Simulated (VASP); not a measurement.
# CdF2: single point with LDA

The system is CdF2.

```xyz
6
Lattice="0.0000 5.3288 5.3288 2.6644 0.0000 2.6644 2.6644 2.6644 0.0000" Properties=species:S:1:pos:R:3 pbc="T T T"
Cd   -0.0310    0.0827    0.0286
Cd    0.0141    2.6782    2.6232
F     1.3689    1.4211    1.4212
F     4.0870    3.9970    3.9268
F     1.3498    3.9870    3.9141
F     3.9821    6.6752    6.7174
```

| Property | Result |
| --- | --- |
| Program | VASP 6.6.1 |
| Task | single point |
| Functional | LDA |
| Potentials or basis | VASP PAW LDA potentials, release 64 (Cd, F) |
| Cutoff | 520 eV |
| k mesh | 3 × 3 × 3 |
| Occupations | gaussian, width 0.01 eV |
| Spin | no spin polarisation |
| Dipole correction | no |
| Further INCAR settings | ALGO = Normal; EDIFF = 1e-06; NBANDS = 35 |

```
Pressure               : 0.6 GPa
Largest force          : 1.204 eV/Å
Band gap on the k mesh : 2.97 eV
```

Forces on the atoms (eV/Å):
```
Cd   0.796 -0.833 -0.349
Cd  -0.280  0.366  0.297
F   -0.046 -0.272 -0.631
F   -0.643  0.472  0.656
F   -0.017  0.156  0.320
F    0.190  0.111 -0.292
```

Stress tensor (GPa, compression positive):
```
 0.43 -1.13 -1.03
-1.13  0.49  0.75
-1.03  0.75  0.80
```

Levels at points of the mesh, in eV from the valence-band top:
```csv
k point,band 24,band 25,band 26,band 27,band 28,band 29
"(0.00, 0.00, 0.00)",-0.33,-0.28,-0.25,2.97,7.24,8.99
```

Wall time 22 s on 1 thread of AMD EPYC 9R45 96-Core Processor (Zen 5), with other jobs on the host, peak memory 0.15 GiB.

Caveat: the k points lie up to 0.65 Å⁻¹ apart; forces of over 1 eV/Å act on the atoms, so gaps and moduli don't describe the material at rest. A k mesh can miss the band edges.
